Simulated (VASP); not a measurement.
# Li3Cd2Pb2 (C2/m) in VASP: relaxation of cell and atoms with PBE

Aim: the relaxation of cell and atoms of Li3Cd2Pb2 with PBE.

Program: VASP 6.6.1. These are calculated values, not measurements. Logs are shortened: lines on timing, memory, paths and dates and some standing lists are left out, and cuts for length are marked.

**1. The cell of the first run**

The structure is monoclinic, space group C2/m (No. 12). Conventional cell: a = 10.485 Å, b = 6.206 Å, c = 4.466 Å, α = 90.00°, β = 94.46°, γ = 90.00°. Li (site symmetry 2) has 2 Li at 1.83 to 2.19 Å within 2.4 Å. Within 2.9 Å of Li (site symmetry 2/m) lie 2 Li at 2.19 Å and 4 Cd at 2.45 Å. Within 2.7 Å of Cd (site symmetry 2) lie 1 Cd at 2.00 Å and 4 Li at 2.45 to 2.53 Å. Pb (site symmetry -1) has 6 Li at 2.70 to 3.60 Å and 2 Pb at 3.10 Å and 4 Cd at 3.35 to 3.62 Å within 3.7 Å.

The cell was built from a structure type or drawn by symmetry, and may not be a known phase.

**2. Relaxation of cell and atoms, PBE**

Contents of INCAR:

```
PREC = Accurate
ENCUT = 600
EDIFF = 1E-7
ISMEAR = 0
SIGMA = 0.2
LREAL = False
LASPH = True
NELM = 100
ALGO = Normal
ISIF = 3
LWAVE = False
LCHARG = False
GGA = PE
IBRION = 2
NSW = 36
EDIFFG = -0.08
```

Contents of KPOINTS:

```
Automatic mesh
0
Gamma
  3 3 4
```

Contents of POSCAR:

```
Li3Cd2Pb2
1.0
    5.2422595600     -3.1030399100      0.0000000000
    5.2422595600      3.1030399100      0.0000000000
   -0.3474041900      0.0000000000      4.4524429900
Li Cd Pb
3 2 2
Direct
    0.6473583400      0.3526416600      0.5000000000
    0.3526416600      0.6473583400      0.5000000000
    0.0000000000      0.0000000000      0.5000000000
    0.8387165500      0.1612834500      0.0000000000
    0.1612834500      0.8387165500      0.0000000000
    0.0000000000      0.5000000000      0.5000000000
    0.5000000000      0.0000000000      0.5000000000
```

Potentials or basis: VASP PAW PBE potentials, release 64 (Li_sv, Cd, Pb_d).

Command:

```
$ cat potpaw_PBE.64/Li_sv/POTCAR potpaw_PBE.64/Cd/POTCAR potpaw_PBE.64/Pb_d/POTCAR > POTCAR
$ mpirun -np 1 vasp_std > vasp.out
```

OUTCAR:

```text
PREC = Accurate
   ENCUT = 600
   EDIFF = 1E-7
   ISMEAR = 0
   LREAL = False
   LASPH = True
   NELM = 100
   ISIF = 3
   GGA = PE
   IBRION = 2
   NSW = 36
   EDIFFG = -0.08

 ion  position               nearest neighbor table
   1  0.647  0.353  0.500-   2 1.83   3 2.19   4 2.53   4 2.53   7 2.70   6 2.70
   2  0.353  0.647  0.500-   1 1.83   3 2.19   5 2.53   5 2.53   7 2.70   6 2.70
   3  0.000  0.000  0.500-   1 2.19   2 2.19   4 2.45   5 2.45   4 2.45   5 2.45   6 3.05   7 3.05
                             6 3.05   7 3.05
   4  0.839  0.161  0.000-   5 2.00   3 2.45   3 2.45   1 2.53   1 2.53   6 3.35   7 3.35   6 3.62
                             7 3.62
   5  0.161  0.839  0.000-   4 2.00   3 2.45   3 2.45   2 2.53   2 2.53   7 3.35   6 3.35   6 3.62
                             7 3.62
   6  0.000  0.500  0.500-   1 2.70   2 2.70   3 3.05   3 3.05   7 3.10   7 3.10   4 3.35   5 3.35
                             5 3.62   4 3.62
   7  0.500  0.000  0.500-   1 2.70   2 2.70   3 3.05   3 3.05   6 3.10   6 3.10   5 3.35   4 3.35
                             5 3.62   4 3.62

  LATTYP: Found a base centered monoclinic cell.
 ALAT       =    10.4845191200
 B/A-ratio  =     0.5919279415
 C/A-ratio  =     0.4259590326
 COS(beta)  =    -0.0777890923

  Lattice vectors:

 A1 = (   5.2422595600,  -3.1030399100,   0.0000000000)
 A2 = (   5.2422595600,   3.1030399100,   0.0000000000)
 A3 = (  -0.3474041900,   0.0000000000,   4.4524429900)

Analysis of symmetry for initial positions (statically):
=====================================================================
 Subroutine PRICEL returns:
 Original cell was already a primitive cell.

 Routine SETGRP: Setting up the symmetry group for a
 base centered monoclinic supercell.

 Subroutine GETGRP returns: Found  4 space group operations
 (whereof  4 operations were pure point group operations)
 out of a pool of  4 trial point group operations.

The static configuration has the point symmetry C_2h.

Analysis of symmetry for dynamics (positions and initial velocities):
=====================================================================
 Subroutine PRICEL returns:
 Original cell was already a primitive cell.

 Routine SETGRP: Setting up the symmetry group for a
 base centered monoclinic supercell.

 Subroutine GETGRP returns: Found  4 space group operations
 (whereof  4 operations were pure point group operations)
 out of a pool of  4 trial point group operations.

The dynamic configuration has the point symmetry C_2h.

 Subroutine INISYM returns: Found  4 space group operations
 (whereof  4 operations are pure point group operations),
 and found     1 'primitive' translations

----------------------------------------------------------------------------------------
[... 93 lines left out ...]
   LREAL  =      F    real-space projection
   EDIFFG = -.8E-01   stopping-criterion for IOM
   NSW    =     36    number of steps for IOM
   IBRION =      2    ionic relax: 0-MD 1-quasi-New 2-CG
   NFREE  =      1    steps in history (QN), initial steepest desc. (CG)
   ISIF   =      3    stress and relaxation
   ISYM   =      2    0-nonsym 1-usesym 2-fastsym
   POTIM  = 0.5000    time-step for ionic-motion
   TEBEG  =    0.0;   TEEND  =   0.0 temperature during run
   PSTRESS=    0.0 pullay stress
   NELECT =      61.0000    total number of electrons
   NUPDOWN=      -1.0000    fix difference up-down
   EMIN   =  10.00;   EMAX   =-10.00  energy-range for DOS
   EFERMI =   0.00;   METHOD = LEGACY
   ISMEAR =     0;   SIGMA  =   0.20  broadening in eV -4-tet -1-fermi 0-gaus
   EFERMI_NEDOS =   21; number of points for ismear=-14 and -15
   IALGO  =     38    algorithm
   IMIX   =      4    mixing-type and parameters
     AMIX     =   0.40;   BMIX     =  1.00
     AMIX_MAG =   1.60;   BMIX_MAG =  1.00
  volume/ion in A,a.u.               =      20.69       139.65
  Fermi-wavevector in a.u.,A,eV,Ry     =   1.227081  2.318848 20.486682  1.505729
  Thomas-Fermi vector in A             =   2.362058
   LORBIT       =      0    0 simple, 1 ext, 2 COOP (PROOUT), +10 PAW based schemes
   GGA     = PE    functional components
   LHFCALC =     F    Hartree Fock is set to
   AEXX    =    0.0000 exact exchange contribution
   IVDW    =     0    specifies the selected vdW correction
   LEPSILON=     F    determine dielectric tensor
   LRPA    =     F    only Hartree local field effects (RPA)
 conjugate gradient relaxation of ions
 non-spin polarized calculation
 Gauss-broadening in eV      SIGMA  =   0.20
  energy-cutoff  :      600.00
  volume of cell :      144.86
 maximum number of plane-waves:      4850
 NGX is ok and might be reduce to    50
   NGX = 25   NGY = 25   NGZ = 17

--------------------------------------- Ionic step        1  -------------------------------------------

 number of electron      61.0000008 magnetization

 Free energy of the ion-electron system (eV)
  ---------------------------------------------------
  ext. energy  EPLUGINS =         0.00000000
  ---------------------------------------------------
  free energy    TOTEN  =        -7.63221836 eV

  energy without entropy =       -7.58094229  energy(sigma->0) =       -7.60658033

 E-fermi :   4.1299     XC(G=0):  -9.6346

 val. band max:        4.0948103907   @ k =  -0.3333   0.3333   0.0000
 cond. band min:       4.2190253649   @ k =   0.0000   0.0000   0.2500
 fundamental gap:      0.1242149743
 Fermi energy:         4.1298559607

 k-point     1 :       0.0000    0.0000    0.0000
  band No.  band energies     occupation
      1     -43.1899      2.00000
      2     -42.8740      2.00000
      3     -42.1709      2.00000
      4     -12.7931      2.00000
      5     -12.5479      2.00000
      6     -12.5310      2.00000
[... 651 lines left out ...]
  FREE ENERGIE OF THE ION-ELECTRON SYSTEM (eV)
  ---------------------------------------------------
  free  energy   TOTEN  =       -12.8146601266 eV

  energy  without entropy=      -12.7442301749  energy(sigma->0) =      -12.77944515

[... ionic steps 4 to 21 ...]

--------------------------------------- Ionic step       22  -------------------------------------------

 number of electron      61.0000017 magnetization

------------------------ aborting loop because EDIFF is reached ----------------------------------------
[... 77 lines left out ...]
--------------------------------------- Ionic step       24  -------------------------------------------

 number of electron      61.0000001 magnetization

 Free energy of the ion-electron system (eV)
  ---------------------------------------------------
  ext. energy  EPLUGINS =         0.00000000
  ---------------------------------------------------
  free energy    TOTEN  =       -13.68830307 eV

  energy without entropy =      -13.65847873  energy(sigma->0) =      -13.67339090

 E-fermi :   2.6155     XC(G=0):  -8.6745

 val. band max:        2.5348438652   @ k =  -0.3333   0.3333   0.5000
 cond. band min:       2.7274783929   @ k =   0.0000   0.0000   0.2500
 fundamental gap:      0.1926345276
 Fermi energy:         2.6154963908

 k-point     1 :       0.0000    0.0000    0.0000
  band No.  band energies     occupation
      1     -44.1175      2.00000
      2     -44.0520      2.00000
      3     -43.8981      2.00000
      4     -14.1871      2.00000
      5     -14.1397      2.00000
      6     -14.1335      2.00000
[... 569 lines left out ...]
  FREE ENERGIE OF THE ION-ELECTRON SYSTEM (eV)
  ---------------------------------------------------
  free  energy   TOTEN  =       -13.6883030692 eV

  energy  without entropy=      -13.6584787280  energy(sigma->0) =      -13.67339090

 reached required accuracy - stopping structural energy minimisation
```

CONTCAR:

```text
Li3Cd2Pb2
   1.00000000000000
     5.0140715250307659   -3.6958272161145942    0.1570025460481089
     5.0140715250307659    3.6958272161145942    0.1570025460481089
    -0.1774747915547690    0.0000000000000000    4.9251143335081995
  Li              Cd              Pb
     3     2     2
Direct
     0.6519092631358930    0.3480907368641066    0.5000000000000000
     0.3480907368641066    0.6519092631358930    0.5000000000000000
     0.0000000000000000    0.0000000000000000    0.5000000000000000
     0.7928353063515217    0.2071646936484779    0.0000000000000000
     0.2071646936484779    0.7928353063515217    0.0000000000000000
     0.0000000000000000    0.5000000000000000    0.5000000000000000
     0.5000000000000000    0.0000000000000000    0.5000000000000000

  0.00000000E+00  0.00000000E+00  0.00000000E+00
  0.00000000E+00  0.00000000E+00  0.00000000E+00
  0.00000000E+00  0.00000000E+00  0.00000000E+00
  0.00000000E+00  0.00000000E+00  0.00000000E+00
  0.00000000E+00  0.00000000E+00  0.00000000E+00
  0.00000000E+00  0.00000000E+00  0.00000000E+00
  0.00000000E+00  0.00000000E+00  0.00000000E+00
```

Wall time 55 min (1 thread of Oxide Virtual Turin-like, shared host); peak memory 0.32 GiB.

Results:

| Item | Value |
| --- | --- |
| Free energy | -13.6883 eV |
| Relaxed volume | 26.11 Å³/atom |
| Relaxed cell | a = 6.231 Å, b = 6.231 Å, c = 4.928 Å, α = 90.22°, β = 90.22°, γ = 72.76° |
| Space group after relaxing (to 0.1 Å) | Cmmm (No. 65) |
| Energy gained by relaxing | 865.2 meV/atom |
| Ionic steps | 24 |
| Pressure after relaxing | 0.0 GPa |
| Largest force after relaxing | 0.009 eV/Å |
| Band gap on the k mesh | zero (an odd number of electrons rules out a gap without spin polarisation) |

Forces in eV/Å, atoms in the order of the input:
```
Li   0.000 -0.002  0.000
Li   0.000  0.002  0.000
Li   0.000  0.000  0.000
Cd   0.000  0.009  0.000
Cd   0.000 -0.009  0.000
Pb   0.000  0.000  0.000
Pb   0.000  0.000  0.000
```

The path:
```
step  energy change (eV)  largest force (eV/Å)  pressure (GPa)  volume (Å³)
   1              0.0000               18.2313           22.47       144.86
   2             -5.1026                0.2908           -1.45       208.92
   3             -5.1824                0.2819           -1.28       205.90
   4             -5.2501                0.2970           -1.12       203.22
   5             -5.6641                0.3587            1.44       173.37
   6             -5.6642                0.3741            1.08       176.42
   7             -5.6658                0.3707            1.20       175.39
   8             -5.8985                0.2502            0.37       180.03
   9             -5.9689                0.2162           -0.41       186.60
  10             -5.9804                0.1834           -0.25       184.86
  11             -5.9803                0.1796           -0.23       184.68
  12             -5.9876                0.1607           -0.08       183.57
  13             -5.9948                0.1594            0.31       180.87
  14             -6.0009                0.1531            0.24       181.33
  15             -6.0115                0.1348            0.04       182.72
  16             -6.0127                0.1370           -0.05       183.35
  17             -6.0207                0.1351           -0.09       183.66
  18             -6.0399                0.1269           -0.20       184.57
  19             -6.0373                0.1695           -0.22       186.30
  20             -6.0477                0.1185           -0.24       185.24
  21             -6.0483                0.1153           -0.25       185.47
  22             -6.0545                0.0876            0.04       182.79
  23             -6.0548                0.0802            0.13       182.07
  24             -6.0561                0.0088           -0.01       182.74
```

Final structure:
```
Li Cd Pb
1.0
     5.01407   -3.69583    0.15700
     5.01407    3.69583    0.15700
    -0.17747    0.00000    4.92511
Li Cd Pb
3 2 2
Direct
  0.65191 0.34809 0.50000
  0.34809 0.65191 0.50000
  0.00000 0.00000 0.50000
  0.79284 0.20716 0.00000
  0.20716 0.79284 0.00000
  0.00000 0.50000 0.50000
  0.50000 0.00000 0.50000
```

Levels at points of the mesh, in eV from the Fermi level:
```tsv
k point	band 29	band 30	band 31	band 32	band 33	band 34
(0.00, 0.00, 0.00)	-1.84	-1.19	-0.50	2.14	2.61	2.84
(0.00, 0.00, 0.50)	-1.56	-1.03	-0.43	-0.12	0.53	1.52
```

Caveat: the k points lie up to 0.35 Å⁻¹ apart in the final cell, too coarse for converged energies and pressures of a metal; the cutoff is under 1.25 times the usual one of these potentials, so pressure, stress and relaxed cells hold a basis-set (Pulay) error; the volume moved by over 15 % at a fixed basis, so the end points are rough; spin-orbit coupling is left out, which moves the levels of the heavy elements.
